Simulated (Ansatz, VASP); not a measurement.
# C: VASP beside Ansatz

File INCAR:

```
SYSTEM = C
PREC = Accurate ; ENCUT = 520
EDIFF = 1E-6 ; ISMEAR = 0
SIGMA = 0.02 ; LREAL = .False.
LASPH = .True. ; NELM = 60
ALGO = Normal ; ISIF = 2
LWAVE = .False. ; LCHARG = .True.
GGA = PE ; LELF = .True.
LVHAR = .True. ; NBANDS = 11
```

File KPOINTS:

```
regular mesh
0
Gamma
  14 14 14
  0 0 0
```

POSCAR

```
C
1.0
    0.0000000000      2.2077621900      3.4364541600
    1.2831003600      0.0000000000      3.4364541600
    1.2831003600      2.2077621900      0.0000000000
C
2
Direct
    0.1596178138      0.8403821862      0.1596178138
    0.8403821862      0.1596178138      0.8403821862
```

Input for Ansatz:

```yaml
crystal:
  lattice:
    - [0.0, 2.20776219, 3.43645416]
    - [1.28310036, 0.0, 3.43645416]
    - [1.28310036, 2.20776219, 0.0]
  atoms:
    - { symbol: C, position: [0.1596178138, 0.8403821862, 0.1596178138] }
    - { symbol: C, position: [0.8403821862, 0.1596178138, 0.8403821862] }
basis:
  ecutwfc: 420
kpoints:
  mp_grid: { grid: [14, 14, 14] }
hamiltonian:
  xc: pbe
scf:
  occupations: { method: gaussian, width: 0.02 }
output:
  forces: true
  stress: true
  eigenvalues: true
```

Alike in both runs: task single point; functional PBE; k mesh 14 × 14 × 14; occupations gaussian, width 0.02 eV; no spin polarisation.

```csv
,VASP,Ansatz
version,VASP 6.6.1,Ansatz 0.2.0
potentials or method,"VASP PAW PBE potentials, release 64 (C), cutoff 520 eV","scalar-relativistic, plane waves, PAW"
valence electrons in the cell,8,8
```

VASP gave:

| Quantity | Value |
| --- | --- |
| gap on the k mesh at the Fermi level (eV) | none |
| pressure (GPa) | -22.2 |
| traceless stress, the component that is largest in VASP (GPa) | 24.94 |
| rms of the force components (eV/Å) | 1.570 |

Question: What did Ansatz give for the same quantities?

Answer: gap on the k mesh at the Fermi level (eV): none; pressure (GPa): -22.5; traceless stress, the component that is largest in VASP (GPa): 25.32; rms of the force components (eV/Å): 1.561.

Atom by atom the forces differ by 0.009 eV/Å (rms over components). A gap of «none» marks a metal or a gap that the smearing closes.
